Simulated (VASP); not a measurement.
## Hf: single point with LDA

Hf:

```
Hf
1.0
     0.00000    2.34344    1.85295
     2.34344    0.00000    1.85295
     2.34344    2.34344    0.00000
Hf
1
Direct
  0.00000 0.00000 0.00000
```

This cell differs from its parent crystal: strain +e along x and -e along y +0.0000, strain +e along z and -e/2 along x and y -0.1500.

```yaml
Program: VASP 6.6.1
Task: single point
Functional: LDA
Potentials_or_basis: VASP PAW LDA potentials, release 64 (Hf_pv)
Cutoff: 520 eV
k_mesh: 18 × 18 × 18
Occupations: gaussian, width 0.15 eV
Spin: no spin polarisation
```

```yaml
Pressure: 1.0 GPa
Band_gap_on_the_k_mesh: zero (band 5 reaches 6.48 eV, above the bottom of band 6 at 4.42 eV)
```

Stress tensor (GPa, compression positive):
```
0.05 0.00 0.00
0.00 0.05 0.00
0.00 0.00 2.81
```

Levels at points of the mesh, in eV from the Fermi level:
```csv
k point,band 2,band 3,band 4,band 5,band 6,band 7,band 8,band 9
"(0.00, 0.00, 0.00)",-29.36,-29.36,-7.31,1.16,1.16,2.42,3.55,5.28
"(0.50, 0.00, 0.00)",-29.68,-29.37,-3.75,-0.25,1.38,3.35,5.78,8.09
"(0.50, 0.50, 0.00)",-30.05,-30.05,-3.23,-2.86,6.40,7.14,7.57,7.57
"(0.50, 0.00, 0.50)",-29.78,-29.45,-3.66,-1.58,2.11,5.61,6.18,8.51
```

Run time: 77 s on 1 thread of Intel(R) Xeon(R) Platinum 8375C CPU @ 2.90GHz (Ice Lake), with other jobs on the host, peak memory 0.22 GiB.

Caveat: the cell differs from its parent crystal (strain +e along x and -e along y +0.0000, strain +e along z and -e/2 along x and y -0.1500); spin-orbit coupling is left out, which moves the levels of the heavy elements.
